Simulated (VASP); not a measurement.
Here is a VASP 6.6.1 calculation.

File INCAR:

```
ALGO = Normal
EDIFF = 1E-6
ENCUT = 520
GGA = PE
ISIF = 2
ISMEAR = -1
LASPH = T
LCHARG = F
LREAL = F
LWAVE = F
NBANDS = 9
NELM = 80
PREC = Accurate
SIGMA = 0.1
```

File KPOINTS:

```
k-points
0
Gamma
  14 14 14
```

POSCAR

```
S
1.0
    2.0492619152      0.0000000000      0.0000000000
    0.0000000000      2.0492619152      0.0000000000
    0.0000000000      0.0000000000      2.0492619152
S
1
Direct
    0.0000000000      0.0000000000      0.0000000000
```

Potentials or basis: VASP PAW PBE potentials, release 64 (S).

The run is started by

```console
$ cat potpaw_PBE.64/S/POTCAR > POTCAR
$ mpirun -np 1 vasp_std > vasp.out
```

(1) What does it give for the pressure?

(2) What does it give for the band gap on the k mesh?

Answers

(1) 155.2 GPa.

(2) zero (band 3 reaches 27.72 eV, above the bottom of band 4 at 15.99 eV).
